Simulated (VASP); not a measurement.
# Lu (P6_3/mmc) in VASP: notebook

Lu is run at these levels: PBEsol; tasks: electric field gradients.

All numbers are computed with VASP 6.6.1; they aren't measurements. Logs are shortened: lines on timing, memory, paths and dates and some standing lists are left out, and cuts for length are marked.

### 1 The cell of the first run

The structure is hexagonal, space group P6_3/mmc (No. 194). Conventional cell: a = 3.510 Å, b = 3.510 Å, c = 5.455 Å, α = 90.00°, β = 90.00°, γ = 120.00°. Within 4.5 Å of Lu (site symmetry -6m2) lie 12 Lu at 3.40 to 3.51 Å.

### 2 Electric field gradients, PBEsol (zz strain of -2 %)

File INCAR:

```
ALGO = Normal
EDIFF = 1E-8
ENCUT = 520
GGA = PS
ISIF = 2
ISMEAR = -1
LASPH = True
LCHARG = False
LEFG = True
LREAL = False
LWAVE = False
NBANDS = 32
NELM = 60
PREC = Accurate
SIGMA = 0.03
```

File KPOINTS:

```
k-points
0
Gamma
  13 13 8
```

File POSCAR:

```
Lu
1.0
    3.5098988894      0.0000000000      0.0000000000
   -1.7549494447      3.0396616030      0.0000000000
    0.0000000000      0.0000000000      5.4552680000
Lu
2
Direct
    0.3333333333      0.6666666667      0.2500000000
    0.6666666667      0.3333333333      0.7500000000
```

Potentials or basis: VASP PAW PBE potentials, release 64 (Lu).

Started as:

```
cat potpaw_PBE.64/Lu/POTCAR > POTCAR
mpirun -np 1 vasp_std > vasp.out
```

OUTCAR:

```text
EDIFF = 1E-8
   ENCUT = 520
   GGA = PS
   ISIF = 2
   ISMEAR = -1
   LASPH = True
   LREAL = False
   NELM = 60
   PREC = Accurate

 ion  position               nearest neighbor table
   1  0.333  0.667  0.250-   2 3.40   2 3.40   2 3.40   2 3.40   2 3.40   2 3.40
   2  0.667  0.333  0.750-   1 3.40   1 3.40   1 3.40   1 3.40   1 3.40   1 3.40

  LATTYP: Found a hexagonal cell.
 ALAT       =     3.5098988894
 C/A-ratio  =     1.5542521799

  Lattice vectors:

 A1 = (   3.5098988894,   0.0000000000,   0.0000000000)
 A2 = (  -1.7549494447,   3.0396616030,   0.0000000000)
 A3 = (   0.0000000000,   0.0000000000,   5.4552680000)

Analysis of symmetry for initial positions (statically):
=====================================================================
 Subroutine PRICEL returns:
 Original cell was already a primitive cell.

 Routine SETGRP: Setting up the symmetry group for a
 hexagonal supercell.

 Subroutine GETGRP returns: Found 24 space group operations
 (whereof 12 operations were pure point group operations)
 out of a pool of 24 trial point group operations.

The static configuration has the point symmetry D_3d.
 The point group associated with its full space group is D_6h.

Analysis of symmetry for dynamics (positions and initial velocities):
=====================================================================
 Subroutine PRICEL returns:
 Original cell was already a primitive cell.

 Routine SETGRP: Setting up the symmetry group for a
 hexagonal supercell.

 Subroutine GETGRP returns: Found 24 space group operations
 (whereof 12 operations were pure point group operations)
 out of a pool of 24 trial point group operations.

The dynamic configuration has the point symmetry D_3d.
 The point group associated with its full space group is D_6h.

 Subroutine INISYM returns: Found 24 space group operations
 (whereof 12 operations are pure point group operations),
 and found     1 'primitive' translations

----------------------------------------------------------------------------------------

                                     Primitive cell

  volume of cell :      58.2017

  direct lattice vectors                    reciprocal lattice vectors
     3.509898889  0.000000000  0.000000000     0.284908492  0.164491995  0.000000000
    -1.754949445  3.039661603  0.000000000     0.000000000  0.328983989  0.000000000
     0.000000000  0.000000000  5.455268000     0.000000000  0.000000000  0.183309051

  length of vectors
     3.509898889  3.509898889  5.455268000     0.328983989  0.328983989  0.183309051

  position of ions in fractional coordinates (direct lattice)
     0.333333333  0.666666667  0.250000000
     0.666666667  0.333333333  0.750000000

  ion indices of the primitive-cell ions
   primitive index   ion index
                 1           1
                 2           2

----------------------------------------------------------------------------------------

 KPOINTS: k-points

Automatic generation of k-mesh.
 Grid dimensions read from file:
 generate k-points for:   13   13    8

 Generating k-lattice:

  Cartesian coordinates                     Fractional coordinates (reciprocal lattice)
     0.021916038  0.012653230  0.000000000     0.076923077  0.000000000  0.000000000
     0.000000000  0.025306461  0.000000000     0.000000000  0.076923077  0.000000000
     0.000000000  0.000000000  0.022913631     0.000000000  0.000000000  0.125000000

  Length of vectors
     0.025306461  0.025306461  0.022913631

  Shift w.r.t. Gamma in fractional coordinates (k-lattice)
     0.000000000  0.000000000  0.000000000

 Subroutine IBZKPT returns following result:
 ===========================================

 Found    105 irreducible k-points:

 Following reciprocal coordinates:
            Coordinates               Weight
  0.000000  0.000000  0.000000      1.000000
  0.076923  0.000000  0.000000      6.000000
  0.153846 -0.000000  0.000000      6.000000
  0.230769 -0.000000  0.000000      6.000000
  0.307692 -0.000000  0.000000      6.000000
  0.384615  0.000000  0.000000      6.000000
[... 16 lines left out ...]
  0.076923  0.000000  0.125000     12.000000
  0.153846 -0.000000  0.125000     12.000000
 [... further k-points ...]
   k-points           NKPTS =    105   k-points in BZ     NKDIM =    105   number of bands    NBANDS=     32
   number of dos      NEDOS =    301   number of ions     NIONS =      2
   total plane-waves  NPLWV =  32928
   dimension x,y,z NGX =    28 NGY =   28 NGZ =   42
   dimension x,y,z NGXF=    56 NGYF=   56 NGZF=   84
   ions per type =               2
   NGX,Y,Z   is equivalent  to a cutoff of  13.26, 13.26, 12.80 a.u.
   NGXF,Y,Z  is equivalent  to a cutoff of  26.52, 26.52, 25.60 a.u.
 SYSTEM =  unknown system
   PREC   = accura    normal or accurate (medium, high low for compatibility)
   ISTART =      0    job   : 0-new  1-cont  2-samecut
   ICHARG =      2    charge: 1-file 2-atom 10-const
   ISPIN  =      1    spin polarized calculation?
   LNONCOLLINEAR =      F non collinear calculations
   LSORBIT =      F    spin-orbit coupling
   LASPH  =      T    aspherical Exc in radial PAW
   ENCUT  =  520.0 eV  38.22 Ry    6.18 a.u.   6.53  6.53 10.14*2*pi/ulx,y,z
   NELM   =     60;   NELMIN=  2; NELMDL= -5     # of ELM steps
   EDIFF  = 0.1E-07   stopping-criterion for ELM
   LREAL  =      F    real-space projection
   EDIFFG = 0.1E-06   stopping-criterion for IOM
   NSW    =      0    number of steps for IOM
   IBRION =     -1    ionic relax: 0-MD 1-quasi-New 2-CG
   NFREE  =      0    steps in history (QN), initial steepest desc. (CG)
   ISIF   =      2    stress and relaxation
   ISYM   =      2    0-nonsym 1-usesym 2-fastsym
   POTIM  = 0.5000    time-step for ionic-motion
   TEBEG  =    0.0;   TEEND  =   0.0 temperature during run
   PSTRESS=    0.0 pullay stress
   NELECT =      50.0000    total number of electrons
   NUPDOWN=      -1.0000    fix difference up-down
   EMIN   =  10.00;   EMAX   =-10.00  energy-range for DOS
   EFERMI =   0.00;   METHOD = LEGACY
   ISMEAR =    -1;   SIGMA  =   0.03  broadening in eV -4-tet -1-fermi 0-gaus
   EFERMI_NEDOS =   21; number of points for ismear=-14 and -15
   IALGO  =     38    algorithm
   IMIX   =      4    mixing-type and parameters
     AMIX     =   0.40;   BMIX     =  1.00
     AMIX_MAG =   1.60;   BMIX_MAG =  1.00
  volume/ion in A,a.u.               =      29.10       196.38
  Fermi-wavevector in a.u.,A,eV,Ry     =   1.556274  2.940932 32.953177  2.421990
  Thomas-Fermi vector in A             =   2.660094
   LORBIT       =      0    0 simple, 1 ext, 2 COOP (PROOUT), +10 PAW based schemes
   GGA     = PS    functional components
   LHFCALC =     F    Hartree Fock is set to
   AEXX    =    0.0000 exact exchange contribution
   IVDW    =     0    specifies the selected vdW correction
   LEPSILON=     F    determine dielectric tensor
   LRPA    =     F    only Hartree local field effects (RPA)
 non-spin polarized calculation
  energy-cutoff  :      520.00
  volume of cell :       58.20
 maximum number of plane-waves:      1604
 NGX is ok and might be reduce to    28
   NGX = 13   NGY = 13   NGZ = 21

 number of electron      49.9999995 magnetization

 Free energy of the ion-electron system (eV)
  ---------------------------------------------------
  ext. energy  EPLUGINS =         0.00000000
  ---------------------------------------------------
  free energy    TOTEN  =        -9.88337982 eV

  energy without entropy =       -9.87329304  energy(sigma->0) =       -9.87833643

 E-fermi :   2.0746     XC(G=0): -10.7764

 val. band max:        2.0702714196   @ k =   0.2308   0.2308   0.3750
 cond. band min:       2.0795856693   @ k =   0.4615   0.0769   0.3750
 fundamental gap:      0.0093142497
 Fermi energy:         2.0746129440

 k-point     1 :       0.0000    0.0000    0.0000
  band No.  band energies     occupation
      1     -54.0972      2.00000
      2     -54.0604      2.00000
      3     -25.0423      2.00000
      4     -24.6110      2.00000
      5     -24.6110      2.00000
      6     -24.5231      2.00000
[... 24 lines left out ...]
     31       5.4659      0.00000
     32       5.4659      0.00000
[... 774 lines left out ...]
      2     -54.0602      2.00000
      3     -24.9897      2.00000
      4     -24.6752      2.00000
      5     -24.6313      2.00000
      6     -24.6103      2.00000
[... 24 lines left out ...]
     31       5.5620      0.00000
     32       5.6557      0.00000

 [... further k-points ...]

------------------------ aborting loop because EDIFF is reached ----------------------------------------

  FORCE on cell =-STRESS in cart. coord.  units (eV):
  Direction    XX          YY          ZZ          XY          YZ          ZX
  --------------------------------------------------------------------------------------
  -------------------------------------------------------------------------------------
  Total       -0.9066113     -0.9066113     -0.9496695      0.0000000      0.0000000      0.0000000
  in kB      -24.9571955    -24.9571955    -26.1425026      0.0000000      0.0000000      0.0000000
  external PRESSURE =     -25.3522979 kB  Pullay stress =       0.0000000 kB

 VOLUME and BASIS-vectors are now :
 -----------------------------------------------------------------------------
  energy-cutoff  :      520.00
  volume of cell :       58.20
      direct lattice vectors                 reciprocal lattice vectors
     3.509898889  0.000000000  0.000000000     0.284908492  0.164491995  0.000000000
    -1.754949445  3.039661603  0.000000000     0.000000000  0.328983989  0.000000000
     0.000000000  0.000000000  5.455268000     0.000000000  0.000000000  0.183309051

 POSITION                                       TOTAL-FORCE (eV/Angst)
 -----------------------------------------------------------------------------------
     -0.00000      2.02644      1.36382         0.000000     -0.000000      0.000000
      1.75495      1.01322      4.09145        -0.000000      0.000000      0.000000
 -----------------------------------------------------------------------------------
    total drift:                               -0.000000      0.000000     -0.000000

  FREE ENERGIE OF THE ION-ELECTRON SYSTEM (eV)
  ---------------------------------------------------
  free  energy   TOTEN  =        -9.8833798231 eV

  energy  without entropy=       -9.8732930375  energy(sigma->0) =       -9.87833643

 Electric field gradients (V/A^2)
---------------------------------------------------------------------
 ion       V_xx      V_yy      V_zz      V_xy      V_xz      V_yz
---------------------------------------------------------------------
   1     -40.909   -40.909    81.819    -0.000     0.000    -0.000
   2     -40.909   -40.909    81.819    -0.000    -0.000     0.000
---------------------------------------------------------------------

 Electric field gradients after diagonalization (V/A^2)
 (convention: |V_zz| > |V_xx| > |V_yy|)
----------------------------------------------------------------------
 ion       V_xx      V_yy      V_zz     asymmetry (V_yy - V_xx)/ V_zz
----------------------------------------------------------------------
   1     -40.910   -40.909    81.819       0.000
   2     -40.910   -40.909    81.819       0.000
----------------------------------------------------------------------

           NMR quadrupolar parameters

 Cq : quadrupolar parameter    Cq=e*Q*V_zz/h
 eta: asymmetry parameters     (V_yy - V_xx)/ V_zz
 Q  : nuclear electric quadrupole moment in mb (millibarn)
----------------------------------------------------------------------
 ion       Cq(MHz)       eta       Q (mb)
----------------------------------------------------------------------
   1       0.198       0.000       1.000
   2       0.198       0.000       1.000
----------------------------------------------------------------------
```

Wall time 2.9 min (1 thread of Intel Xeon Platinum 8259CL at 2.50GHz (Skylake/Cascade Lake), shared host); peak memory 0.3 GiB.

Results:

* Free energy: -9.8834 eV
* Pressure: -2.5 GPa
* Band gap on the k mesh: zero (bands 25 and 26 overlap by 1.86 eV)
* Largest electric field gradient by atom: Lu +81.8 V/Å²

Levels at points of the mesh, in eV from the Fermi level:
```tsv
k point	band 21	band 22	band 23	band 24	band 25	band 26	band 27	band 28	band 29	band 30
(0.00, 0.00, 0.00)	-4.85	-4.83	-4.82	-2.38	0.73	2.16	2.16	2.64	2.91	2.91
(0.00, 0.00, 0.50)	-4.83	-4.83	-4.34	-4.34	1.24	1.24	2.06	2.06	2.06	2.06
```

Electric field gradients, principal values (V/Å²):
```tsv
atom	least	middle	greatest (by size)
1 Lu	-40.909	-40.910	81.819
2 Lu	-40.909	-40.910	81.819
```

Caveat: the cell differs from its parent crystal (zz strain of -2 %); without QUAD_EFG the Cq values of the log hold for a quadrupole moment of 1 mb, not for the nuclei; the PAW data sets were made with another functional, which shifts forces and pressure a little; spin-orbit coupling is left out, which moves the levels of the heavy elements.

[end of part 1 of 2]
